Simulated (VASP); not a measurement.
# Mg (Im-3m) in VASP: a series of runs

Runs on Mg. Level: PBEsol. Tasks: relaxation of cell and atoms.

All numbers are computed with VASP 6.6.1; they aren't measurements. Logs are shortened: lines on timing, memory, paths and dates and some standing lists are left out, and cuts for length are marked.

## (1) The cell of the first run

The structure is cubic, space group Im-3m (No. 229). Conventional cell: a = 2.894 Å, b = 2.894 Å, c = 2.894 Å, α = 90.00°, β = 90.00°, γ = 90.00°. Mg (site symmetry m-3m) has 14 Mg at 2.51 to 2.89 Å within 3.3 Å.

This isn't the form of Mg at room conditions, which is hcp.

## (2) Relaxation of cell and atoms, PBEsol, target pressure 100 GPa, at which the enthalpy is minimised

Input file INCAR:

```
PREC = Accurate
ENCUT = 600
EDIFF = 1E-6
ISMEAR = 0
SIGMA = 0.1
LREAL = False
LASPH = True
NELM = 80
ALGO = Fast
ISIF = 3
LWAVE = False
LCHARG = False
GGA = PS
IBRION = 2
NSW = 70
EDIFFG = -0.004
PSTRESS = 1000.0
```

Input file KPOINTS:

```
regular mesh
0
Gamma
  20 20 20
```

Input file POSCAR:

```
Mg
1.0
   -1.4467735339      1.4467735339      1.4467735339
    1.4467735339     -1.4467735339      1.4467735339
    1.4467735339      1.4467735339     -1.4467735339
Mg
1
Direct
    0.0000000000      0.0000000000      0.0000000000
```

Potentials or basis: VASP PAW PBE potentials, release 64 (Mg).

Run with:

```bash
> cat potpaw_PBE.64/Mg/POTCAR > POTCAR
> mpirun -np 1 vasp_std > vasp.out
```

OUTCAR:

```text
PREC = Accurate
   ENCUT = 600
   EDIFF = 1E-6
   ISMEAR = 0
   LREAL = False
   LASPH = True
   NELM = 80
   ISIF = 3
   GGA = PS
   IBRION = 2
   NSW = 70
   EDIFFG = -0.004
   PSTRESS = 1000.0

 ion  position               nearest neighbor table
   1  0.000  0.000  0.000-

  LATTYP: Found a body centered cubic cell.
 ALAT       =     2.8935470678

  Lattice vectors:

 A1 = (  -1.4467735339,   1.4467735339,   1.4467735339)
 A2 = (   1.4467735339,  -1.4467735339,   1.4467735339)
 A3 = (   1.4467735339,   1.4467735339,  -1.4467735339)

Analysis of symmetry for initial positions (statically):
=====================================================================
 Subroutine PRICEL returns:
 Original cell was already a primitive cell.

 Routine SETGRP: Setting up the symmetry group for a
 body centered cubic supercell.

 Subroutine GETGRP returns: Found 48 space group operations
 (whereof 48 operations were pure point group operations)
 out of a pool of 48 trial point group operations.

The static configuration has the point symmetry O_h .

Analysis of symmetry for dynamics (positions and initial velocities):
=====================================================================
 Subroutine PRICEL returns:
 Original cell was already a primitive cell.

 Routine SETGRP: Setting up the symmetry group for a
 body centered cubic supercell.

 Subroutine GETGRP returns: Found 48 space group operations
 (whereof 48 operations were pure point group operations)
 out of a pool of 48 trial point group operations.

The dynamic configuration has the point symmetry O_h .

 Subroutine INISYM returns: Found 48 space group operations
 (whereof 48 operations are pure point group operations),
 and found     1 'primitive' translations

----------------------------------------------------------------------------------------

                                     Primitive cell

  volume of cell :      12.1133

  direct lattice vectors                    reciprocal lattice vectors
    -1.446773534  1.446773534  1.446773534     0.000000000  0.345596590  0.345596590
     1.446773534 -1.446773534  1.446773534     0.345596590  0.000000000  0.345596590
     1.446773534  1.446773534 -1.446773534     0.345596590  0.345596590  0.000000000

  length of vectors
     2.505885268  2.505885268  2.505885268     0.488747385  0.488747385  0.488747385

  position of ions in fractional coordinates (direct lattice)
     0.000000000  0.000000000  0.000000000

  ion indices of the primitive-cell ions
   primitive index   ion index
                 1           1

----------------------------------------------------------------------------------------

 KPOINTS: regular mesh

Automatic generation of k-mesh.
 Grid dimensions read from file:
 generate k-points for:   20   20   20

 Generating k-lattice:

  Cartesian coordinates                     Fractional coordinates (reciprocal lattice)
     0.000000000  0.017279830  0.017279830     0.050000000  0.000000000  0.000000000
     0.017279830  0.000000000  0.017279830     0.000000000  0.050000000  0.000000000
     0.017279830  0.017279830  0.000000000     0.000000000  0.000000000  0.050000000

  Length of vectors
     0.024437369  0.024437369  0.024437369

  Shift w.r.t. Gamma in fractional coordinates (k-lattice)
     0.000000000  0.000000000  0.000000000

 Subroutine IBZKPT returns following result:
 ===========================================

 Found    256 irreducible k-points:

 Following reciprocal coordinates:
            Coordinates               Weight
  0.000000  0.000000  0.000000      1.000000
  0.050000  0.000000  0.000000     12.000000
  0.100000  0.000000  0.000000     12.000000
  0.150000  0.000000  0.000000     12.000000
  0.200000  0.000000  0.000000     12.000000
  0.250000  0.000000  0.000000     12.000000
[... 16 lines left out ...]
  0.200000  0.100000 -0.000000     48.000000
  0.250000  0.100000 -0.000000     48.000000
 [... further k-points ...]
   k-points           NKPTS =    256   k-points in BZ     NKDIM =    256   number of bands    NBANDS=      5
   number of dos      NEDOS =    301   number of ions     NIONS =      1
   total plane-waves  NPLWV =   8000
   dimension x,y,z NGX =    20 NGY =   20 NGZ =   20
   dimension x,y,z NGXF=    40 NGYF=   40 NGZF=   40
   ions per type =               1
   NGX,Y,Z   is equivalent  to a cutoff of  13.27, 13.27, 13.27 a.u.
   NGXF,Y,Z  is equivalent  to a cutoff of  26.54, 26.54, 26.54 a.u.
 SYSTEM =  unknown system
   PREC   = accura    normal or accurate (medium, high low for compatibility)
   ISTART =      0    job   : 0-new  1-cont  2-samecut
   ICHARG =      2    charge: 1-file 2-atom 10-const
   ISPIN  =      1    spin polarized calculation?
   LNONCOLLINEAR =      F non collinear calculations
   LSORBIT =      F    spin-orbit coupling
   LASPH  =      T    aspherical Exc in radial PAW
   ENCUT  =  600.0 eV  44.10 Ry    6.64 a.u.   5.00  5.00  5.00*2*pi/ulx,y,z
   NELM   =     80;   NELMIN=  2; NELMDL= -5     # of ELM steps
   EDIFF  = 0.1E-05   stopping-criterion for ELM
   LREAL  =      F    real-space projection
   EDIFFG = -.4E-02   stopping-criterion for IOM
   NSW    =     70    number of steps for IOM
   IBRION =      2    ionic relax: 0-MD 1-quasi-New 2-CG
   NFREE  =      1    steps in history (QN), initial steepest desc. (CG)
   ISIF   =      3    stress and relaxation
   ISYM   =      2    0-nonsym 1-usesym 2-fastsym
   POTIM  = 0.5000    time-step for ionic-motion
   TEBEG  =    0.0;   TEEND  =   0.0 temperature during run
   PSTRESS= 1000.0 pullay stress
   NELECT =       2.0000    total number of electrons
   NUPDOWN=      -1.0000    fix difference up-down
   EMIN   =  10.00;   EMAX   =-10.00  energy-range for DOS
   EFERMI =   0.00;   METHOD = LEGACY
   ISMEAR =     0;   SIGMA  =   0.10  broadening in eV -4-tet -1-fermi 0-gaus
   EFERMI_NEDOS =   21; number of points for ismear=-14 and -15
   IALGO  =     68    algorithm
   IMIX   =      4    mixing-type and parameters
     AMIX     =   0.40;   BMIX     =  1.00
     AMIX_MAG =   1.60;   BMIX_MAG =  1.00
  volume/ion in A,a.u.               =      12.11        81.74
  Fermi-wavevector in a.u.,A,eV,Ry     =   0.898113  1.697187 10.974552  0.806607
  Thomas-Fermi vector in A             =   2.020782
   LORBIT       =      0    0 simple, 1 ext, 2 COOP (PROOUT), +10 PAW based schemes
   GGA     = PS    functional components
   LHFCALC =     F    Hartree Fock is set to
   AEXX    =    0.0000 exact exchange contribution
   IVDW    =     0    specifies the selected vdW correction
   LEPSILON=     F    determine dielectric tensor
   LRPA    =     F    only Hartree local field effects (RPA)
 conjugate gradient relaxation of ions
 non-spin polarized calculation
 RMM-DIIS sequential band-by-band and
 Gauss-broadening in eV      SIGMA  =   0.10
  energy-cutoff  :      600.00
  volume of cell :       12.11
 maximum number of plane-waves:       420
   NGX =  9   NGY =  9   NGZ =  9

--------------------------------------- Ionic step        1  -------------------------------------------

 number of electron       2.0000000 magnetization

 Free energy of the ion-electron system (eV)
  ---------------------------------------------------
  ext. energy  EPLUGINS =         0.00000000
  ---------------------------------------------------
  free energy    TOTEN  =        -0.21042112 eV

  energy without entropy =       -0.20951561  energy(sigma->0) =       -0.20996836

------------------------ aborting loop because EDIFF is reached ----------------------------------------

  FORCE on cell =-STRESS in cart. coord.  units (eV):
  Direction    XX          YY          ZZ          XY          YZ          ZX
  --------------------------------------------------------------------------------------
  -------------------------------------------------------------------------------------
  Total        5.8053687      5.8053687      5.8053687      0.0000000     -0.0000000      0.0000000
  in kB      767.8541399    767.8541399    767.8541399      0.0000000     -0.0000000      0.0000000
  external PRESSURE =    -232.1458601 kB  Pullay stress =    1000.0000000 kB

 VOLUME and BASIS-vectors are now :
 -----------------------------------------------------------------------------
  energy-cutoff  :      600.00
  volume of cell :       12.11
      direct lattice vectors                 reciprocal lattice vectors
    -1.446773534  1.446773534  1.446773534     0.000000000  0.345596590  0.345596590
     1.446773534 -1.446773534  1.446773534     0.345596590  0.000000000  0.345596590
     1.446773534  1.446773534 -1.446773534     0.345596590  0.345596590  0.000000000
[... 192 lines left out ...]
  FREE ENERGIE OF THE ION-ELECTRON SYSTEM (eV)
  ---------------------------------------------------
  free  energy   TOTEN  =         0.2629903877 eV

  energy  without entropy=        0.2639560540  energy(sigma->0) =        0.26347322

  enthalpy is  TOTEN    =         7.2826360933 eV   P V=        7.0196457055

--------------------------------------- Ionic step        7  -------------------------------------------

 number of electron       2.0000000 magnetization

 Free energy of the ion-electron system (eV)
  ---------------------------------------------------
  ext. energy  EPLUGINS =         0.00000000
  ---------------------------------------------------
  free energy    TOTEN  =         0.27657651 eV

  energy without entropy =        0.27754375  energy(sigma->0) =        0.27706013

 E-fermi :   7.7527     XC(G=0): -11.1353

 val. band max:        7.6990998482   @ k =   0.3000   0.2500   0.1500
 cond. band min:       7.7676273854   @ k =  -0.3500  -0.3500   0.0500
 fundamental gap:      0.0685275372
 Fermi energy:         7.7527201112

 k-point     1 :       0.0000    0.0000    0.0000
  band No.  band energies     occupation
      1      -2.8748      2.00000
      2      26.3517      0.00000
      3      26.3517      0.00000
      4      26.3517      0.00000
      5      29.3497      0.00000

 k-point     2 :       0.0500    0.0000    0.0000
  band No.  band energies     occupation
      1      -2.7787      2.00000
      2      25.4846      0.00000
      3      25.8030      0.00000
      4      26.2844      0.00000
      5      28.3625      0.00000

 k-point     3 :       0.1000    0.0000    0.0000
  band No.  band energies     occupation
      1      -2.4916      2.00000
      2      23.2513      0.00000
      3      24.6751      0.00000
      4      26.1021      0.00000
      5      27.6809      0.00000
[... 153 lines left out ...]
 k-point    23 :       0.2000    0.1000   -0.0000
  band No.  band energies     occupation
      1      -0.2578      2.00000
      2      15.9461      0.00000
      3      19.2969      0.00000
      4      24.6838      0.00000
      5      26.1874      0.00000

 k-point    24 :       0.2500    0.1000   -0.0000
  band No.  band energies     occupation
      1       0.7302      2.00000
      2      13.7993      0.00000
      3      18.5290      0.00000
      4      24.2778      0.00000
      5      25.7869      0.00000

 [... further k-points ...]

------------------------ aborting loop because EDIFF is reached ----------------------------------------

  FORCE on cell =-STRESS in cart. coord.  units (eV):
  Direction    XX          YY          ZZ          XY          YZ          ZX
  --------------------------------------------------------------------------------------
  -------------------------------------------------------------------------------------
  Total        7.0060827      7.0060827      7.0060827      0.0000000      0.0000000     -0.0000000
  in kB     1000.0098389   1000.0098389   1000.0098389      0.0000000      0.0000000     -0.0000000
  external PRESSURE =       0.0098389 kB  Pullay stress =    1000.0000000 kB

 VOLUME and BASIS-vectors are now :
 -----------------------------------------------------------------------------
  energy-cutoff  :      600.00
  volume of cell :       11.22
      direct lattice vectors                 reciprocal lattice vectors
    -1.410502498  1.410502498  1.410502498     0.000000000  0.354483598  0.354483598
     1.410502498 -1.410502498  1.410502498     0.354483598  0.000000000  0.354483598
     1.410502498  1.410502498 -1.410502498     0.354483598  0.354483598  0.000000000

 POSITION                                       TOTAL-FORCE (eV/Angst)
 -----------------------------------------------------------------------------------
      0.00000      0.00000      0.00000         0.000000     -0.000000      0.000000
 -----------------------------------------------------------------------------------
    total drift:                                0.000000      0.000000      0.000000

  FREE ENERGIE OF THE ION-ELECTRON SYSTEM (eV)
  ---------------------------------------------------
  free  energy   TOTEN  =         0.2765765114 eV

  energy  without entropy=        0.2775437466  energy(sigma->0) =        0.27706013

  enthalpy is  TOTEN    =         7.2825903057 eV   P V=        7.0060137943

 reached required accuracy - stopping structural energy minimisation
```

It took 34 s on 1 thread of Intel Xeon 8259CL, shared host; peak memory 0.16 GiB.

Results:

```yaml
Free_energy: 0.2766 eV
Relaxed_volume: 11.22 Å³/atom
Relaxed_cell: a = 2.443 Å, b = 2.443 Å, c = 2.443 Å, α = 109.47°, β = 109.47°, γ = 109.47°
Space_group_after_relaxing_to_0.1_Å: Im-3m (No. 229)
Energy_change_on_relaxing_the_run_minimises_the_enthalpy: +487.0 meV/atom
Ionic_steps: 7
Pressure_after_relaxing: 100.0 GPa
Band_gap_on_the_k_mesh: zero (bands 1 and 2 overlap by 4.73 eV)
```

The path:
| step | energy change (eV) | largest force (eV/Å) | pressure (GPa) | volume (Å³) |
| --- | --- | --- | --- | --- |
| 1 | 0.0000 | 0.0000 | 76.79 | 12.11 |
| 2 | 2.1416 | 0.0000 | 183.67 | 9.29 |
| 3 | 0.4502 | 0.0000 | 98.22 | 11.28 |
| 4 | 0.4832 | 0.0000 | 99.82 | 11.23 |
| 5 | 0.4940 | 0.0000 | 100.34 | 11.21 |
| 6 | 0.4734 | 0.0000 | 99.34 | 11.25 |
| 7 | 0.4870 | 0.0000 | 100.00 | 11.22 |

Final structure:
```
CELL_PARAMETERS angstrom
-1.41050 1.41050 1.41050
1.41050 -1.41050 1.41050
1.41050 1.41050 -1.41050
ATOMIC_POSITIONS crystal
Mg 0.00000 0.00000 0.00000
```

Caveat: the cell is relaxed towards a set pressure, so the run minimises the enthalpy, not the energy; the PAW data sets were made with another functional, which shifts forces and pressure a little.

## (3) Relaxation of cell and atoms, PBEsol, target pressure 50 GPa, at which the enthalpy is minimised

This run uses another cell than the first one, of 22.29 Å³/atom.

Input file INCAR:

```
SYSTEM = Mg
PREC     = Accurate       ! precision mode
ENCUT    = 600            ! plane-wave cutoff, eV
EDIFF    = 1E-7           ! SCF threshold, eV
ISMEAR   = 0              ! smearing method
SIGMA    = 0.1            ! smearing width, eV
LREAL    = .FALSE.        ! projectors in reciprocal space
LASPH    = .TRUE.         ! aspherical terms in the spheres
NELM     = 60             ! most SCF steps
ALGO     = Fast           ! electronic algorithm
ISIF     = 3              ! what is computed and relaxed
LWAVE    = .FALSE.        ! write WAVECAR
LCHARG   = .FALSE.        ! write CHGCAR
GGA      = PS             ! functional
IBRION   = 2              ! ionic algorithm
NSW      = 100            ! ionic steps
EDIFFG   = -0.002         ! ionic threshold
PSTRESS  = 500.0
```

Input file KPOINTS:

```
regular mesh
0
G
  16 16 16
  0 0 0
```

Input file POSCAR:

```
Mg
1.0
   -1.7727644967      1.7727644967      1.7727644967
    1.7727644967     -1.7727644967      1.7727644967
    1.7727644967      1.7727644967     -1.7727644967
Mg
1
Direct
    0.0000000000      0.0000000000      0.0000000000
```

Potentials or basis: VASP PAW PBE potentials, release 64 (Mg).

Run with:

```bash
> cat potpaw_PBE.64/Mg/POTCAR > POTCAR
> mpirun -np 1 vasp_std > vasp.out
```

Wall time 2 min (1 thread of Intel Xeon 8259CL, shared host); peak memory 0.2 GiB.

The run converged. Its results:

```yaml
Free_energy: -0.7828 eV
Relaxed_volume: 13.58 Å³/atom
Relaxed_cell: a = 2.603 Å, b = 2.603 Å, c = 2.603 Å, α = 109.47°, β = 109.47°, γ = 109.47°
Space_group_after_relaxing_to_0.1_Å: Im-3m (No. 229)
Energy_change_on_relaxing_the_run_minimises_the_enthalpy: +913.2 meV/atom
Ionic_steps: 17
Pressure_after_relaxing: 50.0 GPa
Band_gap_on_the_k_mesh: zero (bands 1 and 2 overlap by 4.86 eV)
```

Step by step:
| step | energy change (eV) | largest force (eV/Å) | pressure (GPa) | volume (Å³) |
| --- | --- | --- | --- | --- |
| 1 | 0.0000 | 0.0000 | 0.30 | 22.29 |
| 2 | 8.7898 | 0.0000 | 491.81 | 6.60 |
| 3 | 0.5594 | 0.0000 | 33.48 | 14.96 |
| 4 | 0.7537 | 0.0000 | 42.58 | 14.14 |
| 5 | 0.9172 | 0.0000 | 50.18 | 13.57 |
| 6 | 0.8722 | 0.0000 | 48.09 | 13.72 |
| 7 | 0.8742 | 0.0000 | 48.19 | 13.71 |
| 8 | 0.8804 | 0.0000 | 48.47 | 13.69 |
| 9 | 0.8805 | 0.0000 | 48.48 | 13.69 |
| 10 | 0.8808 | 0.0000 | 48.49 | 13.69 |
| 11 | 0.8814 | 0.0000 | 48.52 | 13.69 |
| 12 | 0.8825 | 0.0000 | 48.57 | 13.68 |
| 13 | 0.8849 | 0.0000 | 48.68 | 13.68 |
| 14 | 0.8896 | 0.0000 | 48.90 | 13.66 |
| 15 | 0.8991 | 0.0000 | 49.35 | 13.63 |
| 16 | 0.9184 | 0.0000 | 50.24 | 13.57 |
| 17 | 0.9132 | 0.0000 | 50.00 | 13.58 |

Final structure:
```cif
data_structure
_symmetry_space_group_name_H-M 'P 1'
_symmetry_Int_Tables_number 1
_cell_length_a 2.6034
_cell_length_b 2.6034
_cell_length_c 2.6034
_cell_angle_alpha 109.471
_cell_angle_beta 109.471
_cell_angle_gamma 109.471
_cell_volume 13.58
loop_
_atom_site_label
_atom_site_type_symbol
_atom_site_fract_x
_atom_site_fract_y
_atom_site_fract_z
_atom_site_occupancy
Mg1 Mg 0.00000 0.00000 0.00000 1
```

Levels at points of the mesh, in eV from the Fermi level:
```tsv
k point	band 1	band 2	band 3	band 4
(0.00, 0.00, 0.00)	-9.53	16.96	16.96	16.96
(0.50, 0.00, 0.00)	-2.25	-0.90	10.63	14.19
(0.50, 0.50, 0.50)	3.96	3.96	5.90	5.90
```

Caveat: the cell is relaxed towards a set pressure, so the run minimises the enthalpy, not the energy; the volume moved by over 15 % at a fixed basis, so the end points are rough; the PAW data sets were made with another functional, which shifts forces and pressure a little.

The gap in the log of VASP goes by the Fermi energy; the results here count the filled bands.